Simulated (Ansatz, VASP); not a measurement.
One calculation of SiC4, two programs

```xyz
5
Lattice="-3.4507 3.4507 1.2454 3.4507 -3.4507 1.2454 3.4507 3.4507 -1.2454" Properties=species:S:1:pos:R:3 pbc="T T T"
Si    0.0000    0.0000    0.0000
C     1.5317    1.5317    1.2454
C    -1.5317    1.5317    1.2454
C     1.5317   -1.5317    1.2454
C     1.9190    1.9190    0.0000
```

Change from the starting cell: species swapped into the MnAu4 type (I4/m, No. 87).

Alike in both runs: functional PBE; k mesh 16 × 16 × 16; occupations gaussian, width 0.1 eV; no spin polarisation.

Ansatz relaxed the structure, and its values are those at the end. VASP's run is a single point on that final structure, the one shown.

```csv
,VASP,Ansatz
version,VASP 6.6.1,Ansatz 0.2.0
potentials or method,"VASP PAW PBE potentials, release 64 (Si, C), cutoff 520 eV","scalar-relativistic, plane waves, PAW"
valence electrons in the cell,20,20
```

```csv
,VASP,Ansatz,Ansatz less VASP
gap on the k mesh at the Fermi level (eV),none,none,-
pressure (GPa),0.1,0.0,-0.15
rms of the force components (eV/Å),0.004,0.000,-0.0032
```

A gap of «none» marks a metal or a gap that the smearing closes.
